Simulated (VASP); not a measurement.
Input of a VASP 6.6.1 run:

INCAR

```
PREC = Accurate ; ENCUT = 520
EDIFF = 1E-6 ; ISMEAR = 0
SIGMA = 0.02 ; LREAL = False
LASPH = True ; NELM = 80
ALGO = Normal ; ISIF = 2
LWAVE = False ; LCHARG = False
NBANDS = 44
```

The input KPOINTS:

```
regular mesh
0
Gamma
  6 6 6
```

POSCAR

```
SiO2
1.0
   -2.6491537100      3.2901863037      3.9670413007
    2.6491537100     -3.2901863037      3.9670413007
    2.6491537100      3.2901863037     -3.9670413007
Si O
4 8
Direct
    0.8318234342      0.8057639971      0.0260594370
    0.7202954399      0.1942360029      0.5260594370
    0.1681765658      0.1942360029      0.9739405630
    0.2797045601      0.8057639971      0.4739405630
   -0.0209638203      0.7290361797      0.2500000000
    1.0209638203      0.2709638203      0.7500000000
    0.6689737738      0.5000000000      0.6689737738
    0.3310262262      0.0000000000      0.8310262262
    0.3310262262      0.5000000000      0.3310262262
    0.6689737738      0.0000000000      0.1689737738
    0.0000000000      0.0000000000      0.0000000000
    0.5000000000      0.0000000000      0.5000000000
```

Potentials or basis: VASP PAW LDA potentials, release 64 (Si, O).

The run is started by

```sh
$ cat potpaw_LDA.64/Si/POTCAR potpaw_LDA.64/O/POTCAR > POTCAR
$ mpirun -np 1 vasp_std > vasp.out
```

Problem. What does it give for the pressure?

Solution. 25.9 GPa.

Problem. Estimate the band gap on the k mesh.

Solution. 5.05 eV (least direct gap 5.24 eV).

Problem. What does it give for the largest force?

Solution. 0.065 eV/Å.

Forces on the atoms (eV/Å):
```
Si   0.000 -0.064  0.010
Si   0.000 -0.064 -0.010
Si   0.000  0.064 -0.010
Si   0.000  0.064  0.010
O    0.000  0.000 -0.040
O    0.000  0.000  0.040
O    0.000 -0.046  0.000
O    0.000  0.046  0.000
O    0.000  0.046  0.000
O    0.000 -0.046  0.000
O    0.000  0.000  0.000
O    0.000  0.000  0.000
```

Caveat: the cell stands under pressure. A k mesh can miss the band edges.
